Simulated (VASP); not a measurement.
# P (P2/m) in VASP: notebook

P is run at these levels: PBE; tasks: single point.

Everything below comes from runs of VASP 6.6.1. Logs are shortened: lines on timing, memory, paths and dates and some standing lists are left out, and cuts for length are marked.

## (1) The cell of the first run

It takes space group P2/m (No. 10, monoclinic). Conventional cell: a = 2.425 Å, b = 2.439 Å, c = 4.852 Å, α = 90.00°, β = 90.24°, γ = 90.00°. Within 3.2 Å of P (site symmetry m) lie 6 P at 2.42 to 2.44 Å.

This isn't the form of P at room conditions, which is orthorhombic.

## (2) Single point, PBE

INCAR reads:

```
PREC     = Accurate       # precision mode
ENCUT    = 520            # plane-wave cutoff, eV
EDIFF    = 1E-7           # SCF threshold, eV
ISMEAR   = 0              # smearing method
SIGMA    = 0.2            # smearing width, eV
LREAL    = F              # projectors in reciprocal space
LASPH    = T              # aspherical terms in the spheres
NELM     = 80             # most SCF steps
ALGO     = Normal         # electronic algorithm
ISIF     = 2              # what is computed and relaxed
LWAVE    = F              # write WAVECAR
LCHARG   = T              # write CHGCAR
GGA      = PE             # functional
LELF     = T              # ELF
LVHAR    = T            
NBANDS   = 12             # bands
```

KPOINTS reads:

```
Automatic mesh
0
Gamma
  9 9 5
```

POSCAR reads:

```
P
1.0
    2.4246941115      0.0000000000      0.0000000000
    0.0000000000      2.4385351442      0.0000000000
   -0.0203144631      0.0000000000      4.8524328982
P
2
Direct
    0.9999999700      0.0000000000      0.2505746400
    0.0000000300      0.0000000000      0.7494253600
```

Potentials or basis: VASP PAW PBE potentials, release 64 (P).

On the command line:

```console
cat potpaw_PBE.64/P/POTCAR > POTCAR
mpirun -np 1 vasp_std > vasp.out
```

OUTCAR:

```text
PREC = Accurate
   ENCUT = 520
   EDIFF = 1E-7
   ISMEAR = 0
   LREAL = F
   LASPH = T
   NELM = 80
   ISIF = 2
   GGA = PE

 ion  position               nearest neighbor table
   1  1.000  0.000  0.251-   2 2.42   2 2.43
   2  0.000  0.000  0.749-   1 2.42   1 2.43

  LATTYP: Found a simple monoclinic cell.
 ALAT       =     2.4246941115
 B/A-ratio  =     1.0057083624
 C/A-ratio  =     2.0012732318
 COS(beta)  =    -0.0041864124

  Lattice vectors:

 A1 = (   2.4246941115,   0.0000000000,   0.0000000000)
 A2 = (   0.0000000000,   2.4385351442,   0.0000000000)
 A3 = (  -0.0203144631,   0.0000000000,   4.8524328982)

Analysis of symmetry for initial positions (statically):
=====================================================================
 Subroutine PRICEL returns:
 Original cell was already a primitive cell.

 Routine SETGRP: Setting up the symmetry group for a
 simple monoclinic supercell.

 Subroutine GETGRP returns: Found  4 space group operations
 (whereof  4 operations were pure point group operations)
 out of a pool of  4 trial point group operations.

The static configuration has the point symmetry C_2h.

Analysis of symmetry for dynamics (positions and initial velocities):
=====================================================================
 Subroutine PRICEL returns:
 Original cell was already a primitive cell.

 Routine SETGRP: Setting up the symmetry group for a
 simple monoclinic supercell.

 Subroutine GETGRP returns: Found  4 space group operations
 (whereof  4 operations were pure point group operations)
 out of a pool of  4 trial point group operations.

The dynamic configuration has the point symmetry C_2h.

 Subroutine INISYM returns: Found  4 space group operations
 (whereof  4 operations are pure point group operations),
 and found     1 'primitive' translations

----------------------------------------------------------------------------------------

                                     Primitive cell

  volume of cell :      28.6910

  direct lattice vectors                    reciprocal lattice vectors
     2.424694112  0.000000000  0.000000000     0.412423157  0.000000000  0.001726589
     0.000000000  2.438535144  0.000000000     0.000000000  0.410082259  0.000000000
    -0.020314463  0.000000000  4.852432898     0.000000000  0.000000000  0.206082190

  length of vectors
     2.424694112  2.438535144  4.852475421     0.412426771  0.410082259  0.206082190

  position of ions in fractional coordinates (direct lattice)
     0.999999970  0.000000000  0.250574640
     0.000000030  0.000000000  0.749425360

  ion indices of the primitive-cell ions
   primitive index   ion index
                 1           1
                 2           2

----------------------------------------------------------------------------------------

 KPOINTS: Automatic mesh

Automatic generation of k-mesh.
 Grid dimensions read from file:
 generate k-points for:    9    9    5

 Generating k-lattice:

  Cartesian coordinates                     Fractional coordinates (reciprocal lattice)
     0.045824795  0.000000000  0.000191843     0.111111111  0.000000000  0.000000000
     0.000000000  0.045564695  0.000000000     0.000000000  0.111111111  0.000000000
     0.000000000  0.000000000  0.041216438     0.000000000  0.000000000  0.200000000

  Length of vectors
     0.045825197  0.045564695  0.041216438

  Shift w.r.t. Gamma in fractional coordinates (k-lattice)
     0.000000000  0.000000000  0.000000000

 Subroutine IBZKPT returns following result:
 ===========================================

 Found    115 irreducible k-points:

 Following reciprocal coordinates:
            Coordinates               Weight
  0.000000  0.000000  0.000000      1.000000
  0.111111  0.000000  0.000000      2.000000
  0.222222  0.000000  0.000000      2.000000
  0.333333  0.000000  0.000000      2.000000
  0.444444  0.000000  0.000000      2.000000
  0.000000  0.111111  0.000000      2.000000
[... 16 lines left out ...]
  0.222222  0.444444  0.000000      4.000000
  0.333333  0.444444  0.000000      4.000000
 [... further k-points ...]
   k-points           NKPTS =    115   k-points in BZ     NKDIM =    115   number of bands    NBANDS=     12
   number of dos      NEDOS =    301   number of ions     NIONS =      2
   total plane-waves  NPLWV =  11664
   dimension x,y,z NGX =    18 NGY =   18 NGZ =   36
   dimension x,y,z NGXF=    36 NGYF=   36 NGZF=   72
   ions per type =               2
   NGX,Y,Z   is equivalent  to a cutoff of  12.34, 12.27, 12.33 a.u.
   NGXF,Y,Z  is equivalent  to a cutoff of  24.68, 24.54, 24.67 a.u.
 SYSTEM =  unknown system
   PREC   = accura    normal or accurate (medium, high low for compatibility)
   ISTART =      0    job   : 0-new  1-cont  2-samecut
   ICHARG =      2    charge: 1-file 2-atom 10-const
   ISPIN  =      1    spin polarized calculation?
   LNONCOLLINEAR =      F non collinear calculations
   LSORBIT =      F    spin-orbit coupling
   LASPH  =      T    aspherical Exc in radial PAW
   ENCUT  =  520.0 eV  38.22 Ry    6.18 a.u.   4.51  4.53  9.02*2*pi/ulx,y,z
   NELM   =     80;   NELMIN=  2; NELMDL= -5     # of ELM steps
   EDIFF  = 0.1E-06   stopping-criterion for ELM
   LREAL  =      F    real-space projection
   EDIFFG = 0.1E-05   stopping-criterion for IOM
   NSW    =      0    number of steps for IOM
   IBRION =     -1    ionic relax: 0-MD 1-quasi-New 2-CG
   NFREE  =      0    steps in history (QN), initial steepest desc. (CG)
   ISIF   =      2    stress and relaxation
   ISYM   =      2    0-nonsym 1-usesym 2-fastsym
   POTIM  = 0.5000    time-step for ionic-motion
   TEBEG  =    0.0;   TEEND  =   0.0 temperature during run
   PSTRESS=    0.0 pullay stress
   NELECT =      10.0000    total number of electrons
   NUPDOWN=      -1.0000    fix difference up-down
   EMIN   =  10.00;   EMAX   =-10.00  energy-range for DOS
   EFERMI =   0.00;   METHOD = LEGACY
   ISMEAR =     0;   SIGMA  =   0.20  broadening in eV -4-tet -1-fermi 0-gaus
   EFERMI_NEDOS =   21; number of points for ismear=-14 and -15
   IALGO  =     38    algorithm
   IMIX   =      4    mixing-type and parameters
     AMIX     =   0.40;   BMIX     =  1.00
     AMIX_MAG =   1.60;   BMIX_MAG =  1.00
  volume/ion in A,a.u.               =      14.35        96.81
  Fermi-wavevector in a.u.,A,eV,Ry     =   1.152107  2.177167 18.059715  1.327352
  Thomas-Fermi vector in A             =   2.288761
   LORBIT       =      0    0 simple, 1 ext, 2 COOP (PROOUT), +10 PAW based schemes
   GGA     = PE    functional components
   LHFCALC =     F    Hartree Fock is set to
   AEXX    =    0.0000 exact exchange contribution
   IVDW    =     0    specifies the selected vdW correction
   LEPSILON=     F    determine dielectric tensor
   LRPA    =     F    only Hartree local field effects (RPA)
 non-spin polarized calculation
 Gauss-broadening in eV      SIGMA  =   0.20
  energy-cutoff  :      520.00
  volume of cell :       28.69
 maximum number of plane-waves:       794
 NGX is ok and might be reduce to    18
   NGX =  9   NGY =  9   NGZ = 19

 number of electron      10.0000000 magnetization

 number of electron       9.9999996 magnetization

 Free energy of the ion-electron system (eV)
  ---------------------------------------------------
  ext. energy  EPLUGINS =         0.00000000
  ---------------------------------------------------
  free energy    TOTEN  =       -10.57139010 eV

  energy without entropy =      -10.55519418  energy(sigma->0) =      -10.56329214

 E-fermi :   9.9196     XC(G=0): -11.3455

 val. band max:        9.8892114941   @ k =   0.3333   0.2222   0.0000
 cond. band min:       9.9215727157   @ k =  -0.2222   0.0000   0.4000
 fundamental gap:      0.0323612217
 Fermi energy:         9.9196311590

 k-point     1 :       0.0000    0.0000    0.0000
  band No.  band energies     occupation
      1      -6.7977      2.00000
      2      -2.3717      2.00000
      3       1.0610      2.00000
      4      14.8040      0.00000
      5      15.0124      0.00000
      6      15.0528      0.00000
      7      16.6052      0.00000
      8      16.6722      0.00000
      9      17.7101      0.00000
     10      17.9455      0.00000
     11      19.2370      0.00000
     12      24.2866      0.00000

 k-point     2 :       0.1111    0.0000    0.0000
  band No.  band energies     occupation
      1      -6.5114      2.00000
      2      -2.0838      2.00000
      3       1.3200      2.00000
      4      11.6041      0.00000
      5      14.8879      0.00000
      6      15.0300      0.00000
      7      15.2451      0.00000
      8      16.8470      0.00000
      9      17.9219      0.00000
     10      19.6759      0.00000
     11      20.9488      0.00000
     12      21.6801      0.00000

 k-point     3 :       0.2222    0.0000    0.0000
  band No.  band energies     occupation
      1      -5.6635      2.00000
      2      -1.2278      2.00000
      3       2.0741      2.00000
      4       7.6870      2.00000
      5      11.2672      0.00000
      6      15.6836      0.00000
      7      15.8972      0.00000
      8      16.8472      0.00000
      9      17.4888      0.00000
     10      18.5333      0.00000
     11      22.1422      0.00000
     12      23.7560      0.00000

 k-point     4 :       0.3333    0.0000    0.0000
  band No.  band energies     occupation
      1      -4.3076      2.00000
      2       0.1651      2.00000
      3       3.2168      2.00000
      4       4.2147      2.00000
      5       7.9345      2.00000
      6      13.3995      0.00000
      7      16.6546      0.00000
      8      16.8662      0.00000
      9      18.3833      0.00000
     10      19.4373      0.00000
     11      24.0613      0.00000
     12      25.4647      0.00000

 k-point     5 :       0.4444    0.0000    0.0000
  band No.  band energies     occupation
      1      -2.7326      2.00000
      2       1.5669      2.00000
      3       1.9298      2.00000
      4       4.3334      2.00000
      5       5.1803      2.00000
      6      11.1181      0.00000
      7      17.5618      0.00000
      8      17.7720      0.00000
      9      19.1263      0.00000
     10      20.2724      0.00000
     11      24.4229      0.00000
     12      24.6161      0.00000
[... 228 lines left out ...]
      1      -2.8249      2.00000
      2       1.5568      2.00000
      3       1.8363      2.00000
      4       4.2592      2.00000
      5       5.1663      2.00000
      6      11.0992      0.00000
      7      17.6910      0.00000
      8      17.7316      0.00000
      9      19.0993      0.00000
     10      20.4303      0.00000
     11      24.6258      0.00000
     12      24.6627      0.00000

 k-point    22 :       0.1111    0.4444    0.0000
  band No.  band energies     occupation
      1      -2.5385      2.00000
      2       1.8166      2.00000
      3       2.1202      2.00000
      4       4.5052      2.00000
      5       5.4120      2.00000
      6      11.3743      0.00000
      7      14.6468      0.00000
      8      17.9108      0.00000
      9      18.4297      0.00000
     10      21.0728      0.00000
     11      21.7133      0.00000
     12      23.8969      0.00000

 k-point    23 :       0.2222    0.4444    0.0000
  band No.  band energies     occupation
      1      -1.6879      2.00000
      2       2.5736      2.00000
      3       2.9642      2.00000
      4       5.2179      2.00000
      5       6.1215      2.00000
      6      10.9913      0.00000
      7      12.1764      0.00000
      8      15.1267      0.00000
      9      17.1667      0.00000
     10      18.5251      0.00000
     11      19.9890      0.00000
     12      20.5816      0.00000

 k-point    24 :       0.3333    0.4444    0.0000
  band No.  band energies     occupation
      1      -0.3112      2.00000
      2       3.7198      2.00000
      3       4.3397      2.00000
      4       6.2810      2.00000
      5       7.1580      2.00000
      6       7.6545      2.00000
      7      11.9795      0.00000
      8      13.3956      0.00000
      9      13.7416      0.00000
     10      16.6859      0.00000
     11      17.3008      0.00000
     12      19.4325      0.00000

 [... further k-points ...]

------------------------ aborting loop because EDIFF is reached ----------------------------------------

  FORCE on cell =-STRESS in cart. coord.  units (eV):
  Direction    XX          YY          ZZ          XY          YZ          ZX
  --------------------------------------------------------------------------------------
  -------------------------------------------------------------------------------------
  Total        0.3437948      0.1663551      0.6066023      0.0000000      0.0000000      0.0190598
  in kB       19.1983720      9.2896893     33.8742037      0.0000000      0.0000000      1.0643454
  external PRESSURE =      20.7874217 kB  Pullay stress =       0.0000000 kB

 VOLUME and BASIS-vectors are now :
 -----------------------------------------------------------------------------
  energy-cutoff  :      520.00
  volume of cell :       28.69
      direct lattice vectors                 reciprocal lattice vectors
     2.424694112  0.000000000  0.000000000     0.412423157  0.000000000  0.001726589
     0.000000000  2.438535144  0.000000000     0.000000000  0.410082259  0.000000000
    -0.020314463  0.000000000  4.852432898     0.000000000  0.000000000  0.206082190

 POSITION                                       TOTAL-FORCE (eV/Angst)
 -----------------------------------------------------------------------------------
      2.41960      0.00000      1.21590        -0.000051      0.000000     -0.003750
     -0.01522      0.00000      3.63654         0.000051      0.000000      0.003750
 -----------------------------------------------------------------------------------
    total drift:                                0.000000      0.000000     -0.000000

  FREE ENERGIE OF THE ION-ELECTRON SYSTEM (eV)
  ---------------------------------------------------
  free  energy   TOTEN  =       -10.5713901026 eV

  energy  without entropy=      -10.5551941771  energy(sigma->0) =      -10.56329214
```

Wall time 11 s (1 thread of Intel Xeon 6975P-C (Granite Rapids), shared host); peak memory 0.14 GiB.

What came out:

- Free energy: -10.5714 eV
- Pressure: 2.1 GPa
- Largest force: 0.004 eV/Å
- Band gap on the k mesh: zero (bands 5 and 6 overlap by 8.68 eV)

Forces on the atoms (eV/Å):
```
P    0.000  0.000 -0.004
P    0.000  0.000  0.004
```

## (3) Single point, PBE

INCAR reads:

```
SYSTEM = P
PREC = Accurate
ENCUT = 520
EDIFF = 1E-7
ISMEAR = 0
SIGMA = 0.4
LREAL = .False.
LASPH = .True.
NELM = 100
ALGO = Normal
ISIF = 2
LWAVE = .False.
LCHARG = .False.
GGA = PE
NBANDS = 12
```

KPOINTS reads:

```
Automatic mesh
0
Gamma
  9 9 5
  0 0 0
```

POSCAR is that of step 2.

Potentials or basis: VASP PAW PBE potentials, release 64 (P).

On the command line:

```console
cat potpaw_PBE.64/P/POTCAR > POTCAR
mpirun -np 1 vasp_std > vasp.out
```

Run time: 11 s. Hardware: 1 thread of Intel Xeon 6975P-C (Granite Rapids), shared host; peak memory 0.14 GiB.

Results (log left out):

| Property | Result |
| --- | --- |
| Free energy | -10.5928 eV |
| Pressure | 2.1 GPa |
| Largest force | 0.008 eV/Å |
| Band gap on the k mesh | zero (bands 5 and 6 overlap by 8.68 eV) |

Forces on the atoms (eV/Å):
```
P    0.000  0.000 -0.008
P    0.000  0.000  0.008
```

Stress tensor (GPa, compression positive):
```
2.38 0.00 0.23
0.00 0.97 0.00
0.23 0.00 2.93
```

Levels at points of the mesh, in eV from the Fermi level:
| k point | band 1 | band 2 | band 3 | band 4 | band 5 | band 6 | band 7 | band 8 | band 9 | band 10 |
| --- | --- | --- | --- | --- | --- | --- | --- | --- | --- | --- |
| (0.00, 0.00, 0.00) | -16.72 | -12.29 | -8.85 | 4.89 | 5.10 | 5.14 | 6.69 | 6.76 | 7.79 | 8.03 |

Caveat: so wide a smearing shifts energies and pressures.
